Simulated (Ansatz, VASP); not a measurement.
**GaAs in VASP and in Ansatz**

```
CELL_PARAMETERS angstrom
0.00000 2.83309 2.88975
2.83309 0.00000 2.88975
2.83309 2.83309 0.00000
ATOMIC_POSITIONS crystal
Ga 0.00000 0.00000 0.00000
As 0.25000 0.25000 0.25000
```

Change from the starting cell: uniaxial_z strain +2.0%.

Alike in both runs: task single point; functional PBE; k mesh 8 × 8 × 8; occupations fermi-dirac, width 0.02 eV; no spin polarisation.

```csv
,VASP,Ansatz
version,VASP 6.6.1,Ansatz 0.2.0
potentials or method,"VASP PAW PBE potentials, release 64 (Ga_d, As_d)","plane waves, PAW"
plane-wave cutoff (eV),600,420
valence electrons in the cell,28,28
```

Ansatz gave:

| Property | Result |
| --- | --- |
| pressure (GPa) | 1.4 |
| traceless stress, the component that is largest in VASP (GPa) | -0.81 |

**Question.** Estimate VASP's values.

**Answer.** Pressure (GPa): 1.3; traceless stress, the component that is largest in VASP (GPa): -0.81.
